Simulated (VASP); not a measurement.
# CoO (I4/mmm) in VASP: notebook

Runs on CoO. Level: PBE. Tasks: single point, relaxation of cell and atoms.

All numbers are computed with VASP 6.6.1; they aren't measurements. Logs are shortened: lines on timing, memory, paths and dates and some standing lists are left out, and cuts for length are marked.

**1. The cell of the first run**

Symmetry: I4/mmm, No. 139, tetragonal system. Conventional cell: a = 3.016 Å, b = 3.016 Å, c = 4.215 Å, α = 90.00°, β = 90.00°, γ = 90.00°. Co (site symmetry 4/mmm) has 6 O at 2.11 to 2.13 Å within 2.8 Å. Within 2.8 Å of O (site symmetry 4/mmm) lie 6 Co at 2.11 to 2.13 Å.

**2. Single point, PBE, collinear spin, ferromagnetic start**

INCAR reads:

```
PREC     = Accurate       # precision mode
ENCUT    = 520            # plane-wave cutoff, eV
EDIFF    = 1E-6           # SCF threshold, eV
ISMEAR   = -1             # smearing method
SIGMA    = 0.05           # smearing width, eV
LREAL    = F              # projectors in reciprocal space
LASPH    = T              # aspherical terms in the spheres
NELM     = 150            # most SCF steps
ALGO     = Normal         # electronic algorithm
ISIF     = 2              # what is computed and relaxed
LWAVE    = F              # write WAVECAR
LCHARG   = T              # write CHGCAR
ISPIN    = 2              # spin polarisation
MAGMOM   = 4 0            # initial moments
LORBIT   = 11             # projections on sites
NUPDOWN  = 4.0            # fixed moment
LMAXMIX  = 4              # l up to which the mixer works
GGA      = PE             # functional
LELF     = T              # ELF
LVHAR    = T            
NBANDS   = 18             # bands
```

KPOINTS reads:

```
regular mesh
0
Gamma
  10 10 10
```

POSCAR reads:

```
CoO
1.0
   -1.5080004400      1.5080004400      2.1072503600
    1.5080004400     -1.5080004400      2.1072503600
    1.5080004400      1.5080004400     -2.1072503600
Co O
1 1
Direct
    0.0000000000      0.0000000000      0.0000000000
    0.5000000000      0.5000000000      0.0000000000
```

Potentials or basis: VASP PAW PBE potentials, release 64 (Co, O).

The run is started by

```sh
cat potpaw_PBE.64/Co/POTCAR potpaw_PBE.64/O/POTCAR > POTCAR
mpirun -np 1 vasp_std > vasp.out
```

OUTCAR:

```text
PREC = Accurate
   ENCUT = 520
   EDIFF = 1E-6
   ISMEAR = -1
   LREAL = F
   LASPH = T
   NELM = 150
   ISIF = 2
   ISPIN = 2
   LORBIT = 11
   NUPDOWN = 4.0
   GGA = PE

 ion  position               nearest neighbor table
   1  0.000  0.000  0.000-   2 2.11   2 2.11   2 2.13   2 2.13   2 2.13   2 2.13
   2  0.500  0.500  0.000-   1 2.11   1 2.11   1 2.13   1 2.13   1 2.13   1 2.13

  LATTYP: Found a body centered tetragonal cell.
 ALAT       =     3.0160008800
 C/A-ratio  =     1.3973804676

  Lattice vectors:

 A1 = (  -1.5080004400,   1.5080004400,   2.1072503600)
 A2 = (   1.5080004400,  -1.5080004400,   2.1072503600)
 A3 = (   1.5080004400,   1.5080004400,  -2.1072503600)

Analysis of symmetry for initial positions (statically):
=====================================================================
 Subroutine PRICEL returns:
 Original cell was already a primitive cell.

 Routine SETGRP: Setting up the symmetry group for a
 body centered tetragonal supercell.

 Subroutine GETGRP returns: Found 16 space group operations
 (whereof 16 operations were pure point group operations)
 out of a pool of 16 trial point group operations.

The static configuration has the point symmetry D_4h.

Analysis of symmetry for dynamics (positions and initial velocities):
=====================================================================
 Subroutine PRICEL returns:
 Original cell was already a primitive cell.

 Routine SETGRP: Setting up the symmetry group for a
 body centered tetragonal supercell.

 Subroutine GETGRP returns: Found 16 space group operations
 (whereof 16 operations were pure point group operations)
 out of a pool of 16 trial point group operations.

The dynamic configuration has the point symmetry D_4h.

Analysis of structural, dynamic, and magnetic symmetry:
=====================================================================
 Subroutine PRICEL returns:
 Original cell was already a primitive cell.

 Routine SETGRP: Setting up the symmetry group for a
 body centered tetragonal supercell.

 Subroutine GETGRP returns: Found 16 space group operations
 (whereof 16 operations were pure point group operations)
 out of a pool of 16 trial point group operations.

The overall configuration has the point symmetry D_4h.

 Subroutine INISYM returns: Found 16 space group operations
 (whereof 16 operations are pure point group operations),
 and found     1 'primitive' translations

----------------------------------------------------------------------------------------

                                     Primitive cell

  volume of cell :      19.1681

  direct lattice vectors                    reciprocal lattice vectors
    -1.508000440  1.508000440  2.107250360     0.000000000  0.331564890  0.237276030
     1.508000440 -1.508000440  2.107250360     0.331564890  0.000000000  0.237276030
     1.508000440  1.508000440 -2.107250360     0.331564890  0.331564890  0.000000000

  length of vectors
     2.998105191  2.998105191  2.998105191     0.407719500  0.407719500  0.468903564

  position of ions in fractional coordinates (direct lattice)
     0.000000000  0.000000000  0.000000000
     0.500000000  0.500000000  0.000000000

  ion indices of the primitive-cell ions
   primitive index   ion index
                 1           1
                 2           2

----------------------------------------------------------------------------------------

 KPOINTS: regular mesh

Automatic generation of k-mesh.
 Grid dimensions read from file:
 generate k-points for:   10   10   10

 Generating k-lattice:

  Cartesian coordinates                     Fractional coordinates (reciprocal lattice)
     0.000000000  0.033156489  0.023727603     0.100000000  0.000000000  0.000000000
     0.033156489  0.000000000  0.023727603     0.000000000  0.100000000  0.000000000
     0.033156489  0.033156489  0.000000000     0.000000000  0.000000000  0.100000000

  Length of vectors
     0.040771950  0.040771950  0.046890356

  Shift w.r.t. Gamma in fractional coordinates (k-lattice)
     0.000000000  0.000000000  0.000000000

 Subroutine IBZKPT returns following result:
 ===========================================

 Found    102 irreducible k-points:

 Following reciprocal coordinates:
            Coordinates               Weight
  0.000000  0.000000  0.000000      1.000000
  0.100000 -0.000000  0.000000      8.000000
  0.200000 -0.000000  0.000000      8.000000
  0.300000 -0.000000  0.000000      8.000000
  0.400000  0.000000 -0.000000      8.000000
  0.500000  0.000000 -0.000000      4.000000
[... 16 lines left out ...]
  0.300000  0.300000  0.000000      8.000000
  0.400000  0.300000  0.000000     16.000000
 [... further k-points ...]
   k-points           NKPTS =    102   k-points in BZ     NKDIM =    102   number of bands    NBANDS=     18
   number of dos      NEDOS =    301   number of ions     NIONS =      2
   total plane-waves  NPLWV =  13824
   dimension x,y,z NGX =    24 NGY =   24 NGZ =   24
   dimension x,y,z NGXF=    48 NGYF=   48 NGZF=   48
   ions per type =               1   1
   NGX,Y,Z   is equivalent  to a cutoff of  13.31, 13.31, 13.31 a.u.
   NGXF,Y,Z  is equivalent  to a cutoff of  26.62, 26.62, 26.62 a.u.
 SYSTEM =  unknown system
   PREC   = accura    normal or accurate (medium, high low for compatibility)
   ISTART =      0    job   : 0-new  1-cont  2-samecut
   ICHARG =      2    charge: 1-file 2-atom 10-const
   ISPIN  =      2    spin polarized calculation?
   LNONCOLLINEAR =      F non collinear calculations
   LSORBIT =      F    spin-orbit coupling
   LASPH  =      T    aspherical Exc in radial PAW
   ENCUT  =  520.0 eV  38.22 Ry    6.18 a.u.   5.57  5.57  5.57*2*pi/ulx,y,z
   NELM   =    150;   NELMIN=  2; NELMDL= -5     # of ELM steps
   EDIFF  = 0.1E-05   stopping-criterion for ELM
   LREAL  =      F    real-space projection
   EDIFFG = 0.1E-04   stopping-criterion for IOM
   NSW    =      0    number of steps for IOM
   IBRION =     -1    ionic relax: 0-MD 1-quasi-New 2-CG
   NFREE  =      0    steps in history (QN), initial steepest desc. (CG)
   ISIF   =      2    stress and relaxation
   ISYM   =      2    0-nonsym 1-usesym 2-fastsym
   POTIM  = 0.5000    time-step for ionic-motion
   TEBEG  =    0.0;   TEEND  =   0.0 temperature during run
   PSTRESS=    0.0 pullay stress
   NELECT =      15.0000    total number of electrons
   NUPDOWN=       4.0000    fix difference up-down
   EMIN   =  10.00;   EMAX   =-10.00  energy-range for DOS
   EFERMI =   0.00;   METHOD = LEGACY
   ISMEAR =    -1;   SIGMA  =   0.05  broadening in eV -4-tet -1-fermi 0-gaus
   EFERMI_NEDOS =   21; number of points for ismear=-14 and -15
   IALGO  =     38    algorithm
   IMIX   =      4    mixing-type and parameters
     AMIX     =   0.40;   BMIX     =  1.00
     AMIX_MAG =   1.60;   BMIX_MAG =  1.00
  volume/ion in A,a.u.               =       9.58        64.68
  Fermi-wavevector in a.u.,A,eV,Ry     =   1.508617  2.850872 30.965828  2.275924
  Thomas-Fermi vector in A             =   2.619047
   LORBIT       =     11    0 simple, 1 ext, 2 COOP (PROOUT), +10 PAW based schemes
   GGA     = PE    functional components
   LHFCALC =     F    Hartree Fock is set to
   AEXX    =    0.0000 exact exchange contribution
   IVDW    =     0    specifies the selected vdW correction
   LEPSILON=     F    determine dielectric tensor
   LRPA    =     F    only Hartree local field effects (RPA)
 spin polarized calculation
  energy-cutoff  :      520.00
  volume of cell :       19.17
 maximum number of plane-waves:       533
 NGX is ok and might be reduce to    24
   NGX = 11   NGY = 11   NGZ = 11

 number of electron      15.0000005 magnetization       4.0000001

 Free energy of the ion-electron system (eV)
  ---------------------------------------------------
  ext. energy  EPLUGINS =         0.00000000
  ---------------------------------------------------
  free energy    TOTEN  =       -10.41739274 eV

  energy without entropy =      -10.38776882  energy(sigma->0) =      -10.40258078

 E-fermi :   7.0867     XC(G=0): -12.5664

 val. band max:       13.8495912101   @ k =   0.3000   0.2000   0.0000
 cond. band min:       7.0881308881   @ k =  -0.4000   0.4000   0.3000
 fundamental gap:     -6.7614603219
 Fermi energy:        13.8705756924

 spin component 1

 k-point     1 :       0.0000    0.0000    0.0000
  band No.  band energies     occupation
      1     -12.4976      1.00000
      2       3.4847      1.00000
      3       3.4847      1.00000
      4       3.5252      1.00000
      5       3.5257      1.00000
      6       3.5946      1.00000
[... 10 lines left out ...]
     17      29.3735      0.00000
     18      32.3924      0.00000
[... 463 lines left out ...]
 k-point    24 :       0.4000    0.3000    0.0000
  band No.  band energies     occupation
      1     -11.1561      1.00000
      2       0.6488      1.00000
      3       1.2429      1.00000
      4       1.7338      1.00000
      5       3.8763      1.00000
      6       4.2710      1.00000
[... 10 lines left out ...]
     17      36.4346      0.00000
     18      38.2069      0.00000

 [... further k-points ...]

 spin component 2

 k-point     1 :       0.0000    0.0000    0.0000
  band No.  band energies     occupation
      1     -11.3566      1.00000
      2       5.8036      1.00000
      3       5.8621      1.00000
      4       5.8621      1.00000
      5       6.1970      1.00000
      6       6.1970      1.00000
[... 10 lines left out ...]
     17      30.9015      0.00000
     18      33.5332      0.00000
[... 463 lines left out ...]
 k-point    24 :       0.4000    0.3000    0.0000
  band No.  band energies     occupation
      1      -9.9289      1.00000
      2       1.9152      1.00000
      3       2.6373      1.00000
      4       3.6520      1.00000
      5       6.6669      0.99977
      6       7.1168      0.35385
[... 10 lines left out ...]
     17      37.5687      0.00000
     18      39.2543      0.00000

 [... further k-points ...]
[... 5 lines left out ...]
  --------------------------------------------------------------------------------------
  -------------------------------------------------------------------------------------
  Total        2.8756349      2.8756349      2.9732848      0.0000000     -0.0000000      0.0000000
  in kB      240.3616977    240.3616977    248.5238241      0.0000000     -0.0000000      0.0000000
  external PRESSURE =     243.0824065 kB  Pullay stress =       0.0000000 kB

 VOLUME and BASIS-vectors are now :
 -----------------------------------------------------------------------------
  energy-cutoff  :      520.00
  volume of cell :       19.17
      direct lattice vectors                 reciprocal lattice vectors
    -1.508000440  1.508000440  2.107250360     0.000000000  0.331564890  0.237276030
     1.508000440 -1.508000440  2.107250360     0.331564890  0.000000000  0.237276030
     1.508000440  1.508000440 -2.107250360     0.331564890  0.331564890  0.000000000

 POSITION                                       TOTAL-FORCE (eV/Angst)
 -----------------------------------------------------------------------------------
      0.00000      0.00000      0.00000         0.000000      0.000000      0.000000
      0.00000      0.00000      2.10725         0.000000      0.000000      0.000000
 -----------------------------------------------------------------------------------
    total drift:                               -0.000000      0.000000     -0.000000

  FREE ENERGIE OF THE ION-ELECTRON SYSTEM (eV)
  ---------------------------------------------------
  free  energy   TOTEN  =       -10.4173927361 eV

  energy  without entropy=      -10.3877688221  energy(sigma->0) =      -10.40258078

 total charge

# of ion       s       p       d       tot
------------------------------------------
    1        0.395   0.421   6.899   7.715
    2        1.604   3.363   0.000   4.967
--------------------------------------------------
tot          1.999   3.785   6.899  12.683

 magnetization (x)

# of ion       s       p       d       tot
------------------------------------------
    1        0.128   0.084   2.865   3.077
    2        0.086   0.568   0.000   0.654
--------------------------------------------------
tot          0.214   0.652   2.865   3.731
```

Run time: 1.7 min. Hardware: 1 thread of Intel Xeon Platinum 8259CL at 2.50GHz (Skylake/Cascade Lake), shared host; peak memory 0.18 GiB.

What came out:

* Free energy: -10.4174 eV
* Pressure: 24.3 GPa
* Net moment: 4.00 μB per cell
* Site moments: Co +3.08; O +0.65 μB
* Valence electrons inside the program's atomic spheres: Co 7.71; O 4.97

Stress tensor (GPa, compression positive):
```
24.04  0.00  0.00
 0.00 24.04  0.00
 0.00  0.00 24.85
```

Caveat: the total moment is fixed, so each spin has its own Fermi level; a cell with one magnetic atom can't hold antiferromagnetic order, which such compounds often take.

[end of part 1 of 2]
